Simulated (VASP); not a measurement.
A run of VASP 6.6.1 is set up as follows.

File INCAR:

```
PREC = Accurate
ENCUT = 520
EDIFF = 1E-6
ISMEAR = 0
SIGMA = 0.15
LREAL = F
LASPH = T
NELM = 100
ALGO = Normal
ISIF = 2
LWAVE = F
LCHARG = T
GGA = PS
LELF = T
LVHAR = T
NBANDS = 39
```

Contents of KPOINTS:

```
regular mesh
0
Gamma
  8 8 14
```

The input POSCAR:

```
Ti3O4
1.0
    2.7671754172     -4.0303540220      0.0000000000
    2.7671754172      4.0303540220      0.0000000000
    0.0000000000      0.0000000000      2.9690273773
Ti O
3 4
Direct
    0.0000000000      0.0000000000      0.5000000000
    0.5000000000      0.0000000000      0.0000000000
    0.0000000000      0.5000000000      0.0000000000
    0.7627833111      0.7627833111      0.0000000000
    0.2588765548      0.7411234452      0.5000000000
    0.2372166889      0.2372166889      0.0000000000
    0.7411234452      0.2588765548      0.5000000000
```

Potentials or basis: VASP PAW PBE potentials, release 64 (Ti_sv, O).

Command:

```bash
$ cat potpaw_PBE.64/Ti_sv/POTCAR potpaw_PBE.64/O/POTCAR > POTCAR
$ mpirun -np 1 vasp_std > vasp.out
```

(1) Predict the band gap on the k mesh.

(2) Predict the pressure.

(3) What does it give for the largest force?

Answers

(1) zero (bands 30 and 31 overlap by 1.19 eV).

(2) 14.1 GPa.

(3) 0.864 eV/Å.

Caveat: the cell differs from its parent crystal (strain -0.0500 x Voigt [1, 0, 0, 0, 0, 0]); the cell stands under pressure; the PAW data sets were made with another functional, which shifts forces and pressure a little; semilocal functionals often make such compounds metallic where correlation or magnetic order opens a gap, which also shifts bond lengths.
